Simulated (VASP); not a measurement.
Crystal: CoSi2.

```
Co Si
1.0
     0.00000    2.74983    2.74983
     2.74983    0.00000    2.74983
     2.74983    2.74983    0.00000
Co Si
1 2
Direct
  0.00000 0.00000 0.00000
  0.25000 0.25000 0.25000
  0.75000 0.75000 0.75000
```

Base run:

```yaml
Program: VASP 6.6.1
Functional: PBE
Potentials_or_basis: VASP PAW PBE potentials, release 64 (Co, Si)
Cutoff: 520 eV
k_mesh: 14 × 14 × 14
Occupations: gaussian, width 0.15 eV
Spin: collinear spin, ferromagnetic start
Starting_moments: "[0.275, 0.0, 0.0] μB"
Fixed_moment: 0.275 μB
```

Its results: pressure -11.3 GPa; site moments Co +0.18; Si +0.02 μB.

The run is repeated on the same cell with these changes: fixed moment from 0.275 μB to 1.65 μB; moments at the start from [0.28, 0.0, 0.0] to [1.65, 0.0, 0.0]. What comes out?

Pressure -2.0 GPa; site moments Co +1.08; Si +0.12 μB.

Caveats: the total moment is fixed, so each spin has its own Fermi level.
